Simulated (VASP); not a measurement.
# Pt (P6/mmm) in VASP: further runs

The runs below take Pt through single point, with PBE.

Program: VASP 6.6.1. These are calculated values, not measurements. Logs are shortened: lines on timing, memory, paths and dates and some standing lists are left out, and cuts for length are marked.

## 1. The cell of the first run

The structure is hexagonal, space group P6/mmm (No. 191). The conventional cell has a = 2.293 Å, b = 2.293 Å, c = 2.218 Å, α = 90.00°, β = 90.00°, γ = 120.00°. Within 2.9 Å of Pt (site symmetry 6/mmm) lie 8 Pt at 2.22 to 2.29 Å.

## 2. Single point, PBE

INCAR reads:

```
PREC = Accurate
ENCUT = 520
EDIFF = 1E-6
ISMEAR = -1
SIGMA = 0.08
LREAL = False
LASPH = True
NELM = 80
ALGO = Normal
ISIF = 2
LWAVE = False
LCHARG = False
GGA = PE
NBANDS = 11
```

KPOINTS reads:

```
regular mesh
0
Gamma
  16 16 15
```

POSCAR reads:

```
Pt
1.0
    2.2934780562      0.0000000000      0.0000000000
   -1.1467390281      1.9862102597      0.0000000000
    0.0000000000      0.0000000000      2.2176488619
Pt
1
Direct
    0.0000000000      0.0000000000      0.0000000000
```

Potentials or basis: VASP PAW PBE potentials, release 64 (Pt).

Started as:

```bash
$ cat potpaw_PBE.64/Pt/POTCAR > POTCAR
$ mpirun -np 1 vasp_std > vasp.out
```

OUTCAR:

```text
PREC = Accurate
   ENCUT = 520
   EDIFF = 1E-6
   ISMEAR = -1
   LREAL = False
   LASPH = True
   NELM = 80
   ISIF = 2
   GGA = PE

 ion  position               nearest neighbor table
   1  0.000  0.000  0.000-

  LATTYP: Found a hexagonal cell.
 ALAT       =     2.2934780562
 C/A-ratio  =     0.9669370308

  Lattice vectors:

 A1 = (   2.2934780562,   0.0000000000,   0.0000000000)
 A2 = (  -1.1467390281,   1.9862102597,   0.0000000000)
 A3 = (   0.0000000000,   0.0000000000,   2.2176488619)

Analysis of symmetry for initial positions (statically):
=====================================================================
 Subroutine PRICEL returns:
 Original cell was already a primitive cell.

 Routine SETGRP: Setting up the symmetry group for a
 hexagonal supercell.

 Subroutine GETGRP returns: Found 24 space group operations
 (whereof 24 operations were pure point group operations)
 out of a pool of 24 trial point group operations.

The static configuration has the point symmetry D_6h.

Analysis of symmetry for dynamics (positions and initial velocities):
=====================================================================
 Subroutine PRICEL returns:
 Original cell was already a primitive cell.

 Routine SETGRP: Setting up the symmetry group for a
 hexagonal supercell.

 Subroutine GETGRP returns: Found 24 space group operations
 (whereof 24 operations were pure point group operations)
 out of a pool of 24 trial point group operations.

The dynamic configuration has the point symmetry D_6h.

 Subroutine INISYM returns: Found 24 space group operations
 (whereof 24 operations are pure point group operations),
 and found     1 'primitive' translations

----------------------------------------------------------------------------------------

                                     Primitive cell

  volume of cell :      10.1021

  direct lattice vectors                    reciprocal lattice vectors
     2.293478056  0.000000000  0.000000000     0.436018996  0.251735685  0.000000000
    -1.146739028  1.986210260  0.000000000     0.000000000  0.503471370  0.000000000
     0.000000000  0.000000000  2.217648862     0.000000000  0.000000000  0.450928015

  length of vectors
     2.293478056  2.293478056  2.217648862     0.503471370  0.503471370  0.450928015

  position of ions in fractional coordinates (direct lattice)
     0.000000000  0.000000000  0.000000000

  ion indices of the primitive-cell ions
   primitive index   ion index
                 1           1

----------------------------------------------------------------------------------------

 KPOINTS: regular mesh

Automatic generation of k-mesh.
 Grid dimensions read from file:
 generate k-points for:   16   16   15

 Generating k-lattice:

  Cartesian coordinates                     Fractional coordinates (reciprocal lattice)
     0.027251187  0.015733480  0.000000000     0.062500000 -0.000000000  0.000000000
     0.000000000  0.031466961  0.000000000     0.000000000  0.062500000  0.000000000
     0.000000000  0.000000000  0.030061868     0.000000000  0.000000000  0.066666667

  Length of vectors
     0.031466961  0.031466961  0.030061868

  Shift w.r.t. Gamma in fractional coordinates (k-lattice)
     0.000000000  0.000000000  0.000000000

 Subroutine IBZKPT returns following result:
 ===========================================

 Found    240 irreducible k-points:

 Following reciprocal coordinates:
            Coordinates               Weight
  0.000000  0.000000  0.000000      1.000000
  0.062500 -0.000000  0.000000      6.000000
  0.125000 -0.000000  0.000000      6.000000
  0.187500 -0.000000  0.000000      6.000000
  0.250000 -0.000000  0.000000      6.000000
  0.312500 -0.000000  0.000000      6.000000
[... 16 lines left out ...]
  0.187500  0.187500  0.000000      6.000000
  0.250000  0.187500  0.000000     12.000000
 [... further k-points ...]
   k-points           NKPTS =    240   k-points in BZ     NKDIM =    240   number of bands    NBANDS=     11
   number of dos      NEDOS =    301   number of ions     NIONS =      1
   total plane-waves  NPLWV =   5184
   dimension x,y,z NGX =    18 NGY =   18 NGZ =   16
   dimension x,y,z NGXF=    36 NGYF=   36 NGZF=   32
   ions per type =               1
   NGX,Y,Z   is equivalent  to a cutoff of  13.05, 13.05, 11.99 a.u.
   NGXF,Y,Z  is equivalent  to a cutoff of  26.10, 26.10, 23.99 a.u.
 SYSTEM =  unknown system
   PREC   = accura    normal or accurate (medium, high low for compatibility)
   ISTART =      0    job   : 0-new  1-cont  2-samecut
   ICHARG =      2    charge: 1-file 2-atom 10-const
   ISPIN  =      1    spin polarized calculation?
   LNONCOLLINEAR =      F non collinear calculations
   LSORBIT =      F    spin-orbit coupling
   LASPH  =      T    aspherical Exc in radial PAW
   ENCUT  =  520.0 eV  38.22 Ry    6.18 a.u.   4.26  4.26  4.12*2*pi/ulx,y,z
   NELM   =     80;   NELMIN=  2; NELMDL= -5     # of ELM steps
   EDIFF  = 0.1E-05   stopping-criterion for ELM
   LREAL  =      F    real-space projection
   EDIFFG = 0.1E-04   stopping-criterion for IOM
   NSW    =      0    number of steps for IOM
   IBRION =     -1    ionic relax: 0-MD 1-quasi-New 2-CG
   NFREE  =      0    steps in history (QN), initial steepest desc. (CG)
   ISIF   =      2    stress and relaxation
   ISYM   =      2    0-nonsym 1-usesym 2-fastsym
   POTIM  = 0.5000    time-step for ionic-motion
   TEBEG  =    0.0;   TEEND  =   0.0 temperature during run
   PSTRESS=    0.0 pullay stress
   NELECT =      10.0000    total number of electrons
   NUPDOWN=      -1.0000    fix difference up-down
   EMIN   =  10.00;   EMAX   =-10.00  energy-range for DOS
   EFERMI =   0.00;   METHOD = LEGACY
   ISMEAR =    -1;   SIGMA  =   0.08  broadening in eV -4-tet -1-fermi 0-gaus
   EFERMI_NEDOS =   21; number of points for ismear=-14 and -15
   IALGO  =     38    algorithm
   IMIX   =      4    mixing-type and parameters
     AMIX     =   0.40;   BMIX     =  1.00
     AMIX_MAG =   1.60;   BMIX_MAG =  1.00
  volume/ion in A,a.u.               =      10.10        68.17
  Fermi-wavevector in a.u.,A,eV,Ry     =   1.631563  3.083208 36.218699  2.661999
  Thomas-Fermi vector in A             =   2.723679
   LORBIT       =      0    0 simple, 1 ext, 2 COOP (PROOUT), +10 PAW based schemes
   GGA     = PE    functional components
   LHFCALC =     F    Hartree Fock is set to
   AEXX    =    0.0000 exact exchange contribution
   IVDW    =     0    specifies the selected vdW correction
   LEPSILON=     F    determine dielectric tensor
   LRPA    =     F    only Hartree local field effects (RPA)
 non-spin polarized calculation
  energy-cutoff  :      520.00
  volume of cell :       10.10
 maximum number of plane-waves:       290
 NGX is ok and might be reduce to    18
   NGX =  9   NGY =  9   NGZ =  9

 number of electron      10.0000000 magnetization

 number of electron       9.9999999 magnetization

 Free energy of the ion-electron system (eV)
  ---------------------------------------------------
  ext. energy  EPLUGINS =         0.00000000
  ---------------------------------------------------
  free energy    TOTEN  =        -0.78237098 eV

  energy without entropy =       -0.77162468  energy(sigma->0) =       -0.77699783

 E-fermi :  20.7518     XC(G=0): -15.9054

 val. band max:       20.7439807734   @ k =   0.1875   0.1875   0.0667
 cond. band min:      20.7546904921   @ k =   0.3750  -0.0000   0.0000
 fundamental gap:      0.0107097187
 Fermi energy:        20.7518381801

 k-point     1 :       0.0000    0.0000    0.0000
  band No.  band energies     occupation
      1       5.6025      2.00000
      2       8.6079      2.00000
      3      13.5950      2.00000
      4      13.5950      2.00000
      5      21.8615      0.00000
      6      21.8615      0.00000
      7      33.7012      0.00000
      8      37.3430      0.00000
      9      45.9477      0.00000
     10      45.9477      0.00000
     11      49.3317      0.00000

 k-point     2 :       0.0625   -0.0000    0.0000
  band No.  band energies     occupation
      1       5.8638      2.00000
      2       8.7165      2.00000
      3      13.3633      2.00000
      4      13.8300      2.00000
      5      21.5260      0.00013
      6      21.8082      0.00000
      7      34.2925      0.00000
      8      37.8854      0.00000
      9      44.2728      0.00000
     10      45.5139      0.00000
     11      50.2928      0.00000

 k-point     3 :       0.1250   -0.0000    0.0000
  band No.  band energies     occupation
      1       6.5764      2.00000
      2       9.0339      2.00000
      3      12.8234      2.00000
      4      14.5240      2.00000
      5      20.6639      1.50001
      6      21.6588      0.00002
      7      35.9010      0.00000
      8      39.3360      0.00000
      9      41.6007      0.00000
     10      44.4287      0.00000
     11      50.5952      0.00000

 k-point     4 :       0.1875   -0.0000    0.0000
  band No.  band energies     occupation
      1       7.5019      2.00000
      2       9.4556      2.00000
      3      12.4507      2.00000
      4      15.6414      2.00000
      5      19.5581      2.00000
      6      21.4409      0.00036
      7      37.6218      0.00000
      8      39.5433      0.00000
      9      41.2848      0.00000
     10      43.0233      0.00000
     11      50.1280      0.00000

 k-point     5 :       0.2500   -0.0000    0.0000
  band No.  band energies     occupation
      1       8.2392      2.00000
      2       9.6273      2.00000
      3      13.0458      2.00000
      4      17.1166      2.00000
      5      18.4423      2.00000
      6      21.1924      0.00809
      7      36.0368      0.00000
      8      41.1138      0.00000
      9      41.4656      0.00000
     10      43.1832      0.00000
     11      49.4095      0.00000

 k-point     6 :       0.3125   -0.0000    0.0000
  band No.  band energies     occupation
      1       8.3304      2.00000
      2       9.8293      2.00000
      3      14.6825      2.00000
      4      17.4654      2.00000
      5      18.8376      2.00000
      6      20.9522      0.15110
      7      34.0241      0.00000
      8      39.8056      0.00000
      9      42.2016      0.00000
     10      44.4042      0.00000
     11      49.0532      0.00000

 k-point     7 :       0.3750   -0.0000    0.0000
  band No.  band energies     occupation
      1       7.9802      2.00000
      2      10.2760      2.00000
      3      16.6555      2.00000
      4      16.7169      2.00000
      5      20.6067      1.71982
      6      20.7547      0.98217
      7      32.4836      0.00000
      8      38.1196      0.00000
      9      41.1022      0.00000
     10      44.7995      0.00000
     11      48.5321      0.00000

 k-point     8 :       0.4375   -0.0000    0.0000
  band No.  band energies     occupation
      1       7.6740      2.00000
      2      10.6413      2.00000
      3      16.2491      2.00000
      4      18.2976      2.00000
      5      20.6257      1.65757
      6      22.0623      0.00000
      7      31.5771      0.00000
      8      36.6995      0.00000
      9      39.2937      0.00000
     10      44.8059      0.00000
     11      47.9615      0.00000
[... 141 lines left out ...]
 k-point    19 :       0.2500    0.1250    0.0000
  band No.  band energies     occupation
      1       9.3324      2.00000
      2      10.0876      2.00000
      3      13.1165      2.00000
      4      17.4579      2.00000
      5      20.4037      1.97454
      6      20.4581      1.95039
      7      33.9330      0.00000
      8      37.1047      0.00000
      9      43.3054      0.00000
     10      46.0273      0.00000
     11      47.9036      0.00000

 k-point    20 :       0.3125    0.1250    0.0000
  band No.  band energies     occupation
      1       9.0254      2.00000
      2      10.4166      2.00000
      3      14.8971      2.00000
      4      16.8453      2.00000
      5      20.1613      1.99876
      6      22.3449      0.00000
      7      32.1742      0.00000
      8      35.7592      0.00000
      9      41.2192      0.00000
     10      46.6026      0.00000
     11      50.1644      0.00000

 k-point    21 :       0.3750    0.1250    0.0000
  band No.  band energies     occupation
      1       8.7091      2.00000
      2      10.7532      2.00000
      3      16.4362      2.00000
      4      16.4588      2.00000
      5      19.9676      1.99989
      6      23.8314      0.00000
      7      30.8424      0.00000
      8      34.5657      0.00000
      9      40.0316      0.00000
     10      46.6408      0.00000
     11      49.6217      0.00000

 k-point    22 :       0.4375    0.1250    0.0000
  band No.  band energies     occupation
      1       8.5947      2.00000
      2      10.8792      2.00000
      3      16.3269      2.00000
      4      17.0781      2.00000
      5      19.9004      1.99995
      6      24.4025      0.00000
      7      30.2996      0.00000
      8      34.0852      0.00000
      9      39.6859      0.00000
     10      46.6109      0.00000
     11      48.8165      0.00000

 k-point    23 :       0.1875    0.1875    0.0000
  band No.  band energies     occupation
      1       9.6789      2.00000
      2      10.9121      2.00000
      3      11.5293      2.00000
      4      17.6350      2.00000
      5      20.3199      1.99100
      6      20.4858      1.93057
      7      34.4548      0.00000
      8      36.4245      0.00000
      9      44.0394      0.00000
     10      46.6219      0.00000
     11      47.0282      0.00000

 k-point    24 :       0.2500    0.1875    0.0000
  band No.  band energies     occupation
      1      10.1820      2.00000
      2      10.5341      2.00000
      3      12.9155      2.00000
      4      17.1454      2.00000
      5      19.8335      1.99998
      6      22.6075      0.00000
      7      32.6112      0.00000
      8      34.8544      0.00000
      9      41.8741      0.00000
     10      48.2704      0.00000
     11      49.6401      0.00000

 [... further k-points ...]
[... 5 lines left out ...]
  --------------------------------------------------------------------------------------
  -------------------------------------------------------------------------------------
  Total       26.1776494     26.1776494     25.8806298      0.0000000      0.0000000      0.0000000
  in kB     4151.7255575   4151.7255576   4104.6188113      0.0000000      0.0000000      0.0000000
  external PRESSURE =    4136.0233088 kB  Pullay stress =       0.0000000 kB

 VOLUME and BASIS-vectors are now :
 -----------------------------------------------------------------------------
  energy-cutoff  :      520.00
  volume of cell :       10.10
      direct lattice vectors                 reciprocal lattice vectors
     2.293478056  0.000000000  0.000000000     0.436018996  0.251735685  0.000000000
    -1.146739028  1.986210260  0.000000000     0.000000000  0.503471370  0.000000000
     0.000000000  0.000000000  2.217648862     0.000000000  0.000000000  0.450928015

 POSITION                                       TOTAL-FORCE (eV/Angst)
 -----------------------------------------------------------------------------------
      0.00000      0.00000      0.00000         0.000000      0.000000      0.000000
 -----------------------------------------------------------------------------------
    total drift:                               -0.000000     -0.000000      0.000000

  FREE ENERGIE OF THE ION-ELECTRON SYSTEM (eV)
  ---------------------------------------------------
  free  energy   TOTEN  =        -0.7823709821 eV

  energy  without entropy=       -0.7716246759  energy(sigma->0) =       -0.77699783
```

Wall time 32 s (1 thread of Intel Xeon 8259CL, shared host); peak memory 0.14 GiB.

What came out:

```yaml
Free_energy: -0.7824 eV
Pressure: 413.6 GPa
Band_gap_on_the_k_mesh: zero (band 5 reaches 24.21 eV, above the bottom of band 6 at 17.21 eV)
```

Caveat: spin-orbit coupling is left out, which moves the levels of the heavy elements.

(Continued in part 2 of 2.)
